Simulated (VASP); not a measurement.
Here is a VASP 6.6.1 calculation.

The input INCAR:

```
PREC     = Accurate       # precision mode
ENCUT    = 520            # plane-wave cutoff, eV
EDIFF    = 1E-7           # SCF threshold, eV
ISMEAR   = -1             # smearing method
SIGMA    = 0.05           # smearing width, eV
LREAL    = Auto         
LASPH    = T              # aspherical terms in the spheres
NELM     = 60             # most SCF steps
ALGO     = Normal         # electronic algorithm
ISIF     = 2              # what is computed and relaxed
LWAVE    = F              # write WAVECAR
LCHARG   = F              # write CHGCAR
GGA      = PS             # functional
NBANDS   = 120            # bands
```

Contents of KPOINTS:

```
Automatic mesh
0
Gamma
  1 1 1
```

Contents of POSCAR:

```
CSO
1.0
    9.2707840000      0.0000000000      0.0000000000
    0.0000000000      9.2707840000      0.0000000000
    0.0000000000      0.0000000000      9.2707840000
O C S
12 12 12
Direct
   -0.0121025363      0.3028977916      0.3051306125
    0.8497986794     -0.0486690230      0.3290768073
    0.3496144447      0.2247382746      0.6694579444
    0.5131173372      0.9356382373      0.5648281742
    0.1428034565      1.0817315990      0.4455286629
    0.6476151316      0.7585874075     -0.0181969508
    0.4465318144      0.5971339641      0.5797783661
    0.7081385997      0.4984260231      0.7278564574
    0.1556718396      0.1204860344      0.9244633464
    0.6481436737      0.4599071664      0.2335401192
   -0.0102148858      0.7009008084      0.2300560557
    0.6974059583      0.1997242089      0.5093096765
   -0.0125339993      0.3741862608      0.4065028373
    0.8415577366     -0.0101285932      0.2056028918
    0.4119069110      0.1861331253      0.7691906100
    0.6233345529      0.8782320891      0.5890548200
    0.1425769385      0.9628851238      0.4997311986
    0.5845568185      0.7996087494      0.0819671777
    0.4028785484      0.5650223325      0.6912899707
    0.7854891237      0.4999685032      0.8315046494
    0.1526947451     -0.0040126056      0.9374611683
    0.5569216153      0.3781449336      0.2572058631
    0.1014477308      0.6469032177      0.2425037624
    0.7661056497      0.1896279754      0.6188904843
   -0.0012943889      0.4526909483      0.5551741902
    0.8260250697      0.0633171909      0.0556047903
    0.4872079859      0.1254586451      0.9071724678
    0.7538413148      0.7896095950      0.6444762385
    0.1682058389      0.8043009092      0.5478177466
    0.5158031942      0.8486445159      0.2339715821
    0.3543281776      0.5118660946      0.8403712135
    0.8880370851      0.4932484674      0.9592176886
    0.1390928750     -0.1688961797      0.9344948604
    0.4288741923      0.2695780637      0.2687582841
    0.2492561578      0.5696821326      0.2475626657
    0.8476197914      0.1647433486      0.7608094418
```

Potentials or basis: VASP PAW PBE potentials, release 64 (O, C, S).

Launch:

```bash
$ cat potpaw_PBE.64/O/POTCAR potpaw_PBE.64/C/POTCAR potpaw_PBE.64/S/POTCAR > POTCAR
$ mpirun -np 1 vasp_gam > vasp.out
```

What does it give for the largest force?

3.447 eV/Å.

Estimate the band gap on the k mesh.

4.15 eV.

Forces in eV/Å, atoms in the order of the input:
```
O   -0.293 -1.043 -2.349
O   -0.072  0.475 -2.596
O   -1.135  0.869 -2.176
O   -0.193  0.424 -0.567
O   -0.420 -2.698  1.601
O    0.143 -0.251 -1.050
O    0.621  0.837 -2.365
O    1.017 -0.048  1.818
O    0.032  1.583  0.260
O    1.427  1.235  0.058
O   -1.800  0.804 -0.002
O    1.425  0.030  1.987
C    0.434  0.888  2.568
C    0.073  0.012  2.999
C    1.076 -1.217  2.078
C   -0.111 -0.588  0.872
C    0.811  2.568 -1.880
C   -0.912  0.653  3.097
C   -0.131 -0.661  1.223
C   -2.025 -0.296 -2.774
C   -0.331 -0.518 -0.474
C   -1.532 -1.316 -0.319
C    1.318 -0.631 -0.243
C   -1.869  0.009 -2.713
S   -0.035  0.243 -0.347
S   -0.036 -0.310  0.135
S    0.278  0.184 -0.067
S    0.300  0.384 -0.492
S   -0.394  0.177  0.308
S    0.545 -0.483 -2.058
S   -0.597 -0.031  1.235
S    0.996  0.039  1.240
S    0.135 -1.090  0.253
S    0.162 -0.072  0.303
S    0.434 -0.163  0.106
S    0.657  0.002  0.335
```

Caveat: the k points lie up to 0.68 Å⁻¹ apart; the PAW data sets were made with another functional, which shifts forces and pressure a little.
